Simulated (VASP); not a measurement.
Here is a VASP 6.6.1 calculation.

The input INCAR:

```
  PREC = Accurate
  ENCUT = 520
  EDIFF = 1E-7
  ISMEAR = -1
  SIGMA = 0.05
  LREAL = F
  LASPH = T
  NELM = 80
  ALGO = Normal
  ISIF = 2
  LWAVE = F
  LCHARG = F
  NBANDS = 18
```

File KPOINTS:

```
regular mesh
0
Gamma
  8 8 5
```

File POSCAR:

```
Y
1.0
    3.6229200678      0.0000000000      0.0000000000
   -1.8114600339      3.1375408146      0.0000000000
    0.0000000000      0.0000000000      5.6921384384
Y
2
Direct
    0.6666666667      0.3333333333      0.7500000000
    0.3333333333      0.6666666667      0.2500000000
```

Potentials or basis: VASP PAW LDA potentials, release 64 (Y_sv).

The run is started by

```console
$ cat potpaw_LDA.64/Y_sv/POTCAR > POTCAR
$ mpirun -np 1 vasp_std > vasp.out
```

Predict the band gap on the k mesh.

zero (bands 11 and 12 overlap by 1.41 eV).

Predict the pressure.

-3.2 GPa.

Stress tensor (GPa, compression positive):
```
-3.06  0.00  0.00
 0.00 -3.06  0.00
 0.00  0.00 -3.48
```

Caveat: the cell stands under tension.
